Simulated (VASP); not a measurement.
# Al2O3: single point with PBEsol

Crystal: Al2O3.

```
CELL_PARAMETERS angstrom
2.50327 1.44526 3.94298
-2.50327 1.44526 3.94298
0.00000 -2.89052 3.94298
ATOMIC_POSITIONS crystal
Al 0.85204 0.85204 0.85204
Al 0.64796 0.64796 0.64796
Al 0.14796 0.14796 0.14796
Al 0.35204 0.35204 0.35204
O 0.05586 0.44414 0.75000
O 0.75000 0.05586 0.44414
O 0.44414 0.75000 0.05586
O 0.94414 0.55586 0.25000
O 0.25000 0.94414 0.55586
O 0.55586 0.25000 0.94414
```

This cell differs from its parent crystal: atoms shifted along a free coordinate, c/a of the conventional cell at fixed volume 2.3627.

| Item | Value |
| --- | --- |
| Program | VASP 6.6.1 |
| Task | single point |
| Functional | PBEsol |
| Potentials or basis | VASP PAW PBE potentials, release 64 (Al, O) |
| Cutoff | 520 eV |
| k mesh | 6 × 6 × 6 |
| Occupations | gaussian, width 0.05 eV |
| Spin | no spin polarisation |

The pressure is -0.2 GPa and the largest force is 1.464 eV/Å. The band gap on the k mesh is 4.63 eV.

Forces on the atoms (eV/Å):
```
Al   0.000  0.000  1.464
Al   0.000  0.000 -1.464
Al   0.000  0.000 -1.464
Al   0.000  0.000  1.464
O   -0.246  0.000  0.000
O    0.123 -0.213  0.000
O    0.123  0.213  0.000
O    0.246  0.000  0.000
O   -0.123  0.213  0.000
O   -0.123 -0.213  0.000
```

Stress tensor (GPa, compression positive):
```
-18.20   0.00   0.00
  0.00 -18.20   0.00
  0.00   0.00  35.84
```

Levels at points of the mesh, in eV from the valence-band top:
| k point | band 21 | band 22 | band 23 | band 24 | band 25 | band 26 | band 27 | band 28 |
| --- | --- | --- | --- | --- | --- | --- | --- | --- |
| (0.00, 0.00, 0.00) | -1.17 | -1.02 | -1.02 | 0.00 | 4.63 | 7.12 | 9.06 | 10.08 |
| (0.50, 0.00, 0.00) | -1.35 | -1.35 | -0.71 | -0.71 | 7.55 | 7.55 | 8.70 | 8.70 |
| (0.50, 0.50, 0.00) | -1.70 | -1.63 | -1.09 | -0.60 | 7.34 | 7.94 | 8.48 | 9.16 |
| (0.50, 0.50, 0.50) | -1.52 | -1.52 | -1.52 | -1.52 | 6.98 | 6.98 | 9.66 | 9.66 |

Wall time 120 s on 1 thread of Intel Xeon 8259CL, on a shared host, peak memory 0.23 GiB.

Caveat: the PAW data sets were made with another functional, which shifts forces and pressure a little.
